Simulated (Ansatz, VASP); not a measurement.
One calculation of MgO2, two programs

```xyz
3
Lattice="1.5406 0.8894 3.2145 -1.5406 0.8894 3.2145 0.0000 -1.7789 3.2145" Properties=species:S:1:pos:R:3 pbc="T T T"
Mg    0.0000    0.0000    0.0000
O     0.0000    0.0000    4.1349
O     0.0000    0.0000    5.5084
```

Change from the starting cell: strain -0.040 along x and y, -0.080 along z, atoms carried along.

Alike in both runs: task single point; functional r2SCAN; k mesh 12 × 12 × 12; occupations gaussian, width 0.05 eV; no spin polarisation.

|  | VASP | Ansatz |
| --- | --- | --- |
| version | VASP 6.6.1 | Ansatz 0.2.0 |
| potentials or method | VASP PAW PBE potentials, release 64 (Mg_sv, O), cutoff 920 eV | scalar-relativistic, plane waves, PAW |
| valence electrons in the cell | 22 | 22 |

Ansatz gave:

- gap on the k mesh at the Fermi level (eV): 4.35
- least direct gap on the mesh (eV): 4.58
- pressure (GPa): 27.7
- traceless stress, the component that is largest in VASP (GPa): 28.12
- rms of the force components (eV/Å): 1.117

**Question.** Estimate VASP's values.

**Answer.** gap on the k mesh at the Fermi level (eV): 4.34; least direct gap on the mesh (eV): 4.56; pressure (GPa): 29.1; traceless stress, the component that is largest in VASP (GPa): 30.05; rms of the force components (eV/Å): 1.264.

VASP's potentials were made for PBE, not for r2SCAN. Atom by atom the forces differ by 0.147 eV/Å (rms over components).
